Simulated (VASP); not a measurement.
Here is a VASP 6.6.1 calculation.

File INCAR:

```
PREC     = Accurate       # precision mode
ENCUT    = 520            # plane-wave cutoff, eV
EDIFF    = 1E-6           # SCF threshold, eV
ISMEAR   = 0              # smearing method
SIGMA    = 0.05           # smearing width, eV
LREAL    = False          # projectors in reciprocal space
LASPH    = True           # aspherical terms in the spheres
NELM     = 150            # most SCF steps
ALGO     = Normal         # electronic algorithm
ISIF     = 2              # what is computed and relaxed
LWAVE    = False          # write WAVECAR
LCHARG   = False          # write CHGCAR
ISPIN    = 2              # spin polarisation
MAGMOM   = 2 2 0 0        # initial moments
LORBIT   = 11             # projections on sites
LMAXMIX  = 4              # l up to which the mixer works
LDAU     = True           # DFT+U
LDAUTYPE = 2            
LDAUL    = 2 -1           # shell
LDAUU    = 4 0            # U, eV
LDAUJ    = 0 0          
LDAUPRINT= 1            
GGA      = CA             # functional
NBANDS   = 28             # bands
```

File KPOINTS:

```
Automatic mesh
0
Gamma
  8 8 8
```

File POSCAR:

```
NiO
1.0
    0.0000000000      2.0913095100      2.0913095100
    2.0913095100      0.0000000000      2.0913095100
    4.1826190200      4.1826190200      0.0000000000
Ni O
2 2
Direct
    0.0000000000      0.0000000000      0.0000000000
    0.0000000000      0.0000000000      0.5000000000
    0.5000000000      0.5000000000      0.2500000000
    0.5000000000      0.5000000000      0.7500000000
```

Potentials or basis: VASP PAW LDA potentials, release 64 (Ni, O).

The run is started by

```console
$ cat potpaw_LDA.64/Ni/POTCAR potpaw_LDA.64/O/POTCAR > POTCAR
$ mpirun -np 1 vasp_std > vasp.out
```

(1) Predict the pressure.

(2) What does it give for the net moment?

(3) What does it give for the site moments?

Answers

(1) -14.8 GPa.

(2) 4.00 μB per cell.

(3) Ni +1.70; O +0.27 μB.

Caveat: the cell stands under tension.
